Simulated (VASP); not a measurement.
Wanted: the native input for a VASP 6.6.1 run.

```
Task                   : electric field gradients
Functional             : LDA
Potentials or basis    : VASP PAW LDA potentials, release 64 (Ga_d)
Cutoff                 : 520 eV
k mesh                 : 12 × 12 × 10
Occupations            : fermi-dirac, width 0.08 eV
Spin                   : no spin polarisation
Dipole correction      : no
Further INCAR settings : ALGO = Normal; EDIFF = 1e-08; NBANDS = 20
```

The structure of Ga lies in POSCAR:

```
Ga
1.0
    1.4737747174     -4.1316511905      0.0000000000
    1.4737747174      4.1316511905      0.0000000000
    0.0000000000      0.0000000000      3.2219764511
Ga
2
Direct
    0.8670000000      0.1330000000      0.2500000000
    0.1330000000      0.8670000000      0.7500000000
```

This cell differs from its parent crystal: volume scaled by 1.05.

These files were run (other wordings do the same):

INCAR

```
SYSTEM = Ga
  PREC = Accurate
  ENCUT = 520
  EDIFF = 1E-8
  ISMEAR = -1
  SIGMA = 0.08
  LREAL = .False.
  LASPH = .True.
  NELM = 80
  ALGO = Normal
  ISIF = 2
  LWAVE = .False.
  LCHARG = .False.
  LEFG = .True.
  NBANDS = 20
```

KPOINTS

```
Automatic mesh
0
Gamma
  12 12 10
  0 0 0
```

Potentials or basis: VASP PAW LDA potentials, release 64 (Ga_d).

Command:

```bash
$ cat potpaw_LDA.64/Ga_d/POTCAR > POTCAR
$ mpirun -np 1 vasp_std > vasp.out
```

Results of the run:

| Property | Result |
| --- | --- |
| Pressure | -5.6 GPa |
| Largest force | 0.155 eV/Å |
| Band gap on the k mesh | zero (band 13 reaches 9.87 eV, above the bottom of band 14 at 0.97 eV) |

Caveat: without QUAD_EFG the Cq values of the log hold for a quadrupole moment of 1 mb, not for the nuclei.

Wall time 4.7 min on 1 thread of AMD EPYC 7R13, with other jobs on the host, peak memory 0.25 GiB.
